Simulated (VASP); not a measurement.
# Si16O31 (a cell with a defect) in VASP: further runs, part 2 of 2

VASP 6.6.1. The steps go on from the part before.

## 3. Single point, LDA

Input file INCAR:

```
SYSTEM = Si16O31
PREC     = Accurate       ! precision mode
ENCUT    = 520            ! plane-wave cutoff, eV
EDIFF    = 1E-6           ! SCF threshold, eV
ISMEAR   = -1             ! smearing method
SIGMA    = 0.05           ! smearing width, eV
LREAL    = Auto         
LASPH    = .True.         ! aspherical terms in the spheres
NELM     = 100            ! most SCF steps
ALGO     = Normal         ! electronic algorithm
ISIF     = 2              ! what is computed and relaxed
LWAVE    = .False.        ! write WAVECAR
LCHARG   = .False.        ! write CHGCAR
GGA      = CA             ! functional
NBANDS   = 154            ! bands
```

Input file KPOINTS:

```
Automatic mesh
0
Gamma
  1 1 1
  0 0 0
```

Input file POSCAR:

```
Si16O31
1.0
    9.9160140000      0.0000000000      0.0000000000
    0.0000000000      8.7413230000      0.0000000000
    0.0000000000      0.0000000000      8.6786430000
Si O
16 31
Direct
    0.4727571986      0.1817426264      0.1655726592
    0.0115045219      0.8480451987      0.1928385578
    0.2337820419      0.3476476044      0.3014564604
    0.4767626387      0.1542509069      0.8062717870
    0.0336025141      0.8132036764      0.8307963584
    0.2292953600      0.3100481472      0.6545143060
    0.2862705720      0.7059625871      0.3237559144
    0.2876697229      0.6651739102      0.6834536229
    0.9840744477      0.2016103283      0.1619640306
    0.4759447697      0.8265086418      0.2064084212
    0.7280181331      0.3349558185      0.3088076097
    0.9821592628      0.1640237982      0.8033660331
    0.5260151912      0.8054704076      0.8436921533
    0.7280200492      0.3083516076      0.6681112473
    0.7507562010      0.6906365318      0.3424347562
    0.7770556798      0.6607894480      0.7037921712
    0.0079339339      0.8053844939      0.0129875143
    0.2776593498      0.5242826515      0.2880374270
    0.2896292805      0.7278621325      0.5090820074
    0.5092266913      0.1856896262     -0.0148246679
    0.0756887798      0.2647357843      0.6914585610
    0.4375017018      0.6820338294      0.7513127340
    0.0110428444     -0.0141125091      0.7736253237
    0.3236704789      0.2504815347      0.1833613850
    0.1481249421      0.7824417425      0.2647698494
    0.2477240351      0.4881123830      0.6924480014
    0.1852362250      0.7631718906      0.7883582721
    0.0784760893      0.3229618674      0.2516796693
    0.3258166033      0.2042897854      0.7594224120
    0.2584202685      0.2843594728      0.4737728007
    0.0132140798      0.0300500279      0.2195534486
    0.6144877367      0.7686269001      0.2829584072
    0.4849679518      0.7958502391      0.0226734756
    0.7508003720      0.5153974976      0.2861821831
    0.7503298200      0.7043301111      0.5268468815
    1.0109356441      0.2108702539     -0.0204508931
    0.5760401306      0.2546849030      0.7010166221
    0.9315749252      0.6978313237      0.7456752167
    0.4965595047     -0.0260891858      0.7757379812
    0.8294949967      0.2432303440      0.1981428433
    0.7487454132      0.4812371079      0.7268910589
    0.6821184399      0.7605526074      0.8170306118
    0.5769969667      0.2864672773      0.2611540767
    0.8271753146      0.1968421714      0.7616023611
    0.7563713605      0.2932737985      0.4863630178
    0.4705662981      0.0099814410      0.2324470542
    0.8813687637      0.7756939081      0.2750540609
```

Potentials or basis: VASP PAW LDA potentials, release 64 (Si, O).

Command:

```console
$ cat potpaw_LDA.64/Si/POTCAR potpaw_LDA.64/O/POTCAR > POTCAR
$ mpirun -np 1 vasp_gam > vasp.out
```

OUTCAR:

```text
SYSTEM = Si16O31
   PREC = Accurate
   ENCUT = 520
   EDIFF = 1E-6
   ISMEAR = -1
   LREAL = Auto
   LASPH = .True.
   NELM = 100
   ISIF = 2
   GGA = CA

 ion  position               nearest neighbor table
   1  0.473  0.182  0.166-  24 1.60  20 1.61  46 1.61  43 1.61   3 3.02  11 3.12  10 3.13   4 3.13

   2  0.012  0.848  0.193-  25 1.60  47 1.60  17 1.61  31 1.61   9 3.11
   3  0.234  0.348  0.301-  24 1.60  18 1.61  30 1.61  28 1.61   1 3.02   9 3.04   6 3.08
   4  0.477  0.154  0.806-  37 1.60  20 1.61  39 1.61  29 1.61  14 3.08   6 3.10  13 3.10   1 3.13
[... 46 lines left out ...]
  46  0.471  0.010  0.232-   1 1.61  10 1.62
  47  0.881  0.776  0.275-  15 1.60   2 1.60

  LATTYP: Found a simple orthorhombic cell.
 ALAT       =     8.6786430000
 B/A-ratio  =     1.0072223273
 C/A-ratio  =     1.1425765526

  Lattice vectors:

 A1 = (   0.0000000000,   0.0000000000,  -8.6786430000)
 A2 = (   0.0000000000,   8.7413230000,   0.0000000000)
 A3 = (   9.9160140000,   0.0000000000,   0.0000000000)

[... 243 lines left out ...]
 cond. band min:       4.7720365600   @ k =   0.0000   0.0000   0.0000
 fundamental gap:      5.4295852559
 Fermi energy:         0.6264254120

 k-point     1 :       0.0000    0.0000    0.0000
  band No.  band energies     occupation
      1     -20.0110      2.00000
      2     -19.6063      2.00000
      3     -19.5907      2.00000
      4     -19.5734      2.00000
      5     -19.4711      2.00000
      6     -19.1390      2.00000
[... 129 lines left out ...]
    136       7.6699      0.00000
    137       7.8471      0.00000
 [bands above 137 left out]

------------------------ aborting loop because EDIFF is reached ----------------------------------------

  FORCE on cell =-STRESS in cart. coord.  units (eV):
  Direction    XX          YY          ZZ          XY          YZ          ZX
  --------------------------------------------------------------------------------------
  -------------------------------------------------------------------------------------
  Total       -0.5040836     -1.1500520     -1.7446706     -3.0576278      0.2432559      1.9558434
  in kB       -1.0736113     -2.4494124     -3.7158476     -6.5122203      0.5180931      4.1656093
  external PRESSURE =      -2.4129571 kB  Pullay stress =       0.0000000 kB

 VOLUME and BASIS-vectors are now :
 -----------------------------------------------------------------------------
  energy-cutoff  :      520.00
  volume of cell :      752.26
      direct lattice vectors                 reciprocal lattice vectors
     9.916014000  0.000000000  0.000000000     0.100846973  0.000000000  0.000000000
     0.000000000  8.741323000  0.000000000     0.000000000  0.114399159  0.000000000
     0.000000000  0.000000000  8.678643000     0.000000000  0.000000000  0.115225387

 POSITION                                       TOTAL-FORCE (eV/Angst)
 -----------------------------------------------------------------------------------
      4.68787      1.58867      1.43695         0.011183      0.015741      0.010352
      0.11408      7.41304      1.67358        -0.006094     -0.017117      0.023560
      2.31819      3.03890      2.61623        -0.004465      0.013063     -0.006119
      4.72759      1.34836      6.99735        -0.003419      0.003711     -0.014342
      0.33320      7.10848      7.21019         0.021457     -0.017564     -0.009188
      2.27370      2.71023      5.68030        -0.015677     -0.007407      0.009835
[... 39 lines left out ...]
      4.66614      0.08725      2.01732        -0.004948      0.010752      0.002576
      8.73967      6.78059      2.38710         0.004676     -0.000390     -0.002361
 -----------------------------------------------------------------------------------
    total drift:                               -0.002667      0.008505     -0.001563

  FREE ENERGIE OF THE ION-ELECTRON SYSTEM (eV)
  ---------------------------------------------------
  free  energy   TOTEN  =      -404.0263903054 eV

  energy  without entropy=     -404.0263903054  energy(sigma->0) =     -404.02639031
```

OSZICAR:

```text
N       E                     dE             d eps       ncg     rms          rms(c)
DAV:   1     0.275118977376E+04    0.27512E+04   -0.14123E+05   308   0.156E+03
DAV:   2    -0.131802445333E+03   -0.28830E+04   -0.27814E+04   430   0.379E+02
DAV:   3    -0.450279035538E+03   -0.31848E+03   -0.31706E+03   352   0.141E+02
DAV:   4    -0.458115470036E+03   -0.78364E+01   -0.78148E+01   368   0.239E+01
DAV:   5    -0.458284717494E+03   -0.16925E+00   -0.16904E+00   368   0.347E+00    0.597E+01
DAV:   6    -0.405581064551E+03    0.52704E+02   -0.23476E+02   352   0.368E+01    0.292E+01
DAV:   7    -0.404608879333E+03    0.97219E+00   -0.61826E+00   384   0.574E+00    0.104E+01
DAV:   8    -0.404101445276E+03    0.50743E+00   -0.34412E-01   360   0.191E+00    0.400E+00
DAV:   9    -0.404013558471E+03    0.87887E-01   -0.13506E-01   376   0.118E+00    0.614E-01
DAV:  10    -0.404021596271E+03   -0.80378E-02   -0.11193E-02   344   0.298E-01    0.311E-01
DAV:  11    -0.404025762543E+03   -0.41663E-02   -0.32564E-03   352   0.198E-01    0.759E-02
DAV:  12    -0.404026161471E+03   -0.39893E-03   -0.53940E-04   368   0.802E-02    0.387E-02
DAV:  13    -0.404026345904E+03   -0.18443E-03   -0.15952E-04   344   0.399E-02    0.304E-02
DAV:  14    -0.404026385054E+03   -0.39150E-04   -0.31403E-05   376   0.252E-02    0.145E-02
DAV:  15    -0.404026390123E+03   -0.50686E-05   -0.18790E-05   352   0.162E-02    0.302E-03
DAV:  16    -0.404026390305E+03   -0.18235E-06   -0.29943E-06   296   0.683E-03
   1 F= -.40402639E+03 E0= -.40402639E+03  d E =-.199875E-10
```

stdout:

```text
POSCAR found type information on POSCAR SiO
 POSCAR found :  2 types and      47 ions
 scaLAPACK will be used
 LDA part: xc-table for (Slater(with rela. corr.)+CA(PZ))
 , standard interpolation
 POSCAR, INCAR and KPOINTS ok, starting setup
 FFT: planning ... GRIDC
 FFT: planning ... GRID_SOFT
 FFT: planning ... GRID
 WAVECAR not read
 entering main loop
```

It took 5.1 min on 1 thread of Intel Xeon Platinum 8488C (Sapphire Rapids), shared host; peak memory 0.5 GiB.

What came out:

- Free energy: -404.0264 eV
- Pressure: -0.2 GPa
- Largest force: 0.094 eV/Å
- Band gap on the k mesh: 5.43 eV

Forces on the atoms (eV/Å):
```
Si   0.011  0.016  0.010
Si  -0.006 -0.017  0.024
Si  -0.004  0.013 -0.006
Si  -0.003  0.004 -0.014
Si   0.021 -0.018 -0.009
Si  -0.016 -0.007  0.010
Si   0.063  0.053 -0.042
Si  -0.004  0.005  0.010
Si  -0.007  0.016  0.003
Si  -0.066 -0.048  0.047
Si  -0.010 -0.011 -0.018
Si  -0.007  0.000 -0.015
Si   0.017 -0.015  0.019
Si  -0.011 -0.008  0.009
Si   0.001  0.020 -0.006
Si   0.011  0.000  0.014
O    0.000 -0.002  0.003
O    0.004  0.001 -0.002
O   -0.003  0.007  0.002
O    0.010  0.000  0.002
O   -0.013  0.005 -0.018
O    0.015 -0.016 -0.006
O    0.006 -0.002 -0.004
O   -0.010 -0.006 -0.017
O    0.010  0.002 -0.001
O    0.002 -0.009  0.000
O    0.010  0.000  0.005
O   -0.017  0.015  0.011
O   -0.011 -0.002  0.003
O    0.011 -0.005 -0.008
O    0.002  0.002  0.005
O   -0.001  0.007  0.002
O   -0.003  0.001 -0.008
O    0.000  0.000 -0.005
O   -0.001 -0.004  0.008
O    0.009  0.004 -0.002
O   -0.011  0.008 -0.013
O    0.006 -0.007 -0.008
O    0.002 -0.008 -0.006
O   -0.005 -0.007 -0.008
O   -0.002 -0.007  0.005
O    0.013  0.007  0.010
O   -0.010  0.002  0.007
O   -0.012 -0.007  0.008
O    0.008  0.005  0.001
O   -0.005  0.011  0.003
O    0.005  0.000 -0.002
```

Stress tensor (GPa, compression positive):
```
-0.11 -0.65  0.42
-0.65 -0.24  0.05
 0.42  0.05 -0.37
```

Caveat: the k points lie up to 0.72 Å⁻¹ apart.
